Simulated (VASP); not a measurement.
**Mg: single point with LDA**

Crystal: Mg.

```
Mg
1.0
     2.64321    0.00000    0.00000
    -1.32161    2.28909    0.00000
     0.00000    0.00000    8.66319
Mg
4
Direct
  0.00000 0.00000 0.00000
  0.00000 0.00000 0.50000
  0.33333 0.66667 0.25000
  0.66667 0.33333 0.75000
```

* Program: VASP 6.6.1
* Task: single point
* Functional: LDA
* Potentials or basis: VASP PAW LDA potentials, release 64 (Mg)
* Cutoff: 600 eV
* k mesh: 10 × 10 × 7
* Occupations: fermi-dirac, width 0.08 eV
* Spin: no spin polarisation
* Dipole correction: no
* Further INCAR settings: ALGO = Normal; EDIFF = 1e-06; NBANDS = 12

```yaml
Pressure: 53.4 GPa
Band_gap_on_the_k_mesh: zero (band 4 reaches 6.67 eV, above the bottom of band 5 at 4.82 eV)
```

Levels at points of the mesh, in eV from the Fermi level:
```
           k point  band 2  band 3  band 4  band 5  band 6  band 7
(0.00, 0.00, 0.00)   -7.78   -7.77   -2.76   -1.46    6.56    6.58
(0.50, 0.00, 0.00)   -2.90   -1.77   -1.43   -0.68   -0.43    3.12
```

It took 22 s on 1 thread of AMD EPYC 9R45 96-Core Processor (Zen 5) (shared host), peak memory 0.15 GiB.
